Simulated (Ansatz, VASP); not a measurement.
# Two plane-wave programs on BN

The input POSCAR:

```
BN
1.0
    0.0000000000      1.8984949486      1.8984949486
    1.8984949486      0.0000000000      1.8984949486
    1.8984949486      1.8984949486      0.0000000000
B N
1 1
Direct
    0.0000000000      0.0000000000      0.0000000000
    0.2500000000      0.2500000000      0.2500000000
```

INCAR.step1

```
SYSTEM = BN
PREC = Accurate
ENCUT = 520
ISMEAR = 0
SIGMA = 0.01
LREAL = .FALSE.
LASPH = .TRUE.
NELM = 80
NBANDS = 11
GGA = PE
ALGO = Normal
EDIFF = 1E-4
LWAVE = .TRUE.
LCHARG = .FALSE.
```

INCAR.step2

```
SYSTEM = BN
PREC = Accurate
ENCUT = 520
EDIFF = 1E-6
ISMEAR = 0
SIGMA = 0.01
LREAL = .FALSE.
LASPH = .TRUE.
NELM = 80
ALGO = Normal
ISIF = 2
LWAVE = .FALSE.
LCHARG = .FALSE.
METAGGA = R2SCAN
LMIXTAU = .TRUE.
NBANDS = 11
ISTART = 1
```

KPOINTS

```
regular mesh
0
G
  12 12 12
  0 0 0
```

Input for Ansatz:

```yaml
crystal:
  lattice:
    - [0.0, 1.8984949486, 1.8984949486]
    - [1.8984949486, 0.0, 1.8984949486]
    - [1.8984949486, 1.8984949486, 0.0]
  atoms:
    - { symbol: B, position: [0.0, 0.0, 0.0] }
    - { symbol: "N", position: [0.25, 0.25, 0.25] }
kpoints:
  mp_grid: { grid: [12, 12, 12] }
  band_path:
    path:
      - [0.0, 0.0, 0.0]
      - [-0.5, -0.5, 0.0]
      - [-0.375, -0.375, 0.25]
      - [-0.375, 0.0, 0.375]
      - [0.0, 0.0, 0.5]
      - [-0.5, -0.25, 0.25]
      - [0.0, 0.5, 0.5]
    npoints: 1
hamiltonian:
  xc: r2scan
scf:
  occupations: { method: fixed }
  n_extra_bands: 4
output:
  forces: true
  stress: true
  eigenvalues: true
```

Change from the starting cell: hydrostatic strain +5.2%.

Alike in both runs: task single point; functional r2SCAN; k mesh 12 × 12 × 12; no spin polarisation.

```csv
,VASP,Ansatz
version,VASP 6.6.1,Ansatz 0.2.0
potentials or method,"VASP PAW PBE potentials, release 64 (B, N)","plane waves, PAW"
plane-wave cutoff (eV),520,500
occupations,"gaussian, width 0.01 eV",fixed
valence electrons in the cell,8,8
```

|  | VASP | Ansatz | Ansatz less VASP |
| --- | --- | --- | --- |
| gap on the k mesh at the Fermi level (eV) | 4.78 | 4.79 | +0.011 |
| pressure (GPa) | -44.3 | -44.9 | -0.58 |

VASP's potentials were made for PBE, not for r2SCAN. Both programs put the cell under strong tension, so it lies far from rest at this level.

Noted on VASP's run: the cell as given lies far from equilibrium.
